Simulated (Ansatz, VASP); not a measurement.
Given: the input of a run of Ansatz 0.2.0 on SrVO3.

Contents of input.yaml:

```yaml
crystal:
  lattice:
    - [3.8409, 0.0, 0.0]
    - [0.0, 3.8409, 0.0]
    - [0.0, 0.0, 3.8409]
  atoms:
    - { symbol: Sr, position: [0.5, 0.5, 0.5] }
    - { symbol: V, position: [0.0, 0.0, 0.0], spin: 2.0 }
    - { symbol: O, position: [0.0, 0.0, 0.5] }
    - { symbol: O, position: [0.0, 0.5, 0.0] }
    - { symbol: O, position: [0.5, 0.0, 0.0] }
hamiltonian:
  xc: pbe
  pseudopotentials: { kind: paw }
magnetization:
  spin_polarized: true
kpoints:
  mp_grid: { grid: [12, 12, 12] }
scf:
  occupations: { method: fermi_dirac, width: 0.05 }
output:
  forces: true
  stress: true
  eigenvalues: true
```

Potentials or basis: Ansatz PAW.

Run with:

```sh
$ ansatz run input.yaml --threads 2 --pin off --max-ram 5120MiB --backend cpu --events-out ev --progress --plain --runs-dir out
```

Question: Set up the same calculation for VASP 6.6.1. Potentials there: VASP PAW PBE potentials, release 64 (Sr_sv, V_sv, O).

Answer: As run (the cutoff follows the program's own potentials):

File INCAR:

```
SYSTEM = SrVO3
  PREC = Accurate
  ENCUT = 520
  EDIFF = 1E-6
  ISMEAR = -1
  SIGMA = 0.05
  LREAL = .False.
  LASPH = .True.
  NELM = 150
  ALGO = Normal
  ISIF = 2
  LWAVE = .False.
  LCHARG = .True.
  ISPIN = 2
  MAGMOM = 0 2 0 0 0
  LORBIT = 11
  LMAXMIX = 4
  GGA = PE
  LELF = .True.
  LVHAR = .True.
  NBANDS = 32
```

KPOINTS

```
Automatic mesh
0
Gamma
  12 12 12
  0 0 0
```

POSCAR

```
SrVO3
1.0
    3.8409000000      0.0000000000      0.0000000000
    0.0000000000      3.8409000000      0.0000000000
    0.0000000000      0.0000000000      3.8409000000
Sr V O
1 1 3
Direct
    0.5000000000      0.5000000000      0.5000000000
    0.0000000000      0.0000000000      0.0000000000
    0.0000000000      0.0000000000      0.5000000000
    0.0000000000      0.5000000000      0.0000000000
    0.5000000000      0.0000000000      0.0000000000
```

Potentials or basis: VASP PAW PBE potentials, release 64 (Sr_sv, V_sv, O).

Launch:

```bash
$ cat potpaw_PBE.64/Sr_sv/POTCAR potpaw_PBE.64/V_sv/POTCAR potpaw_PBE.64/O/POTCAR > POTCAR
$ mpirun -np 1 vasp_std > vasp.out
```

Both were run:

|  | VASP | Ansatz | Ansatz less VASP |
| --- | --- | --- | --- |
| gap on the k mesh at the Fermi level (eV) | none | none | - |
| pressure (GPa) | 3.3 | 2.4 | -0.87 |
| net moment per atom (μB) | 0.00 | 0.00 | 0.000 |

A gap of «none» marks a metal or a gap that the smearing closes.
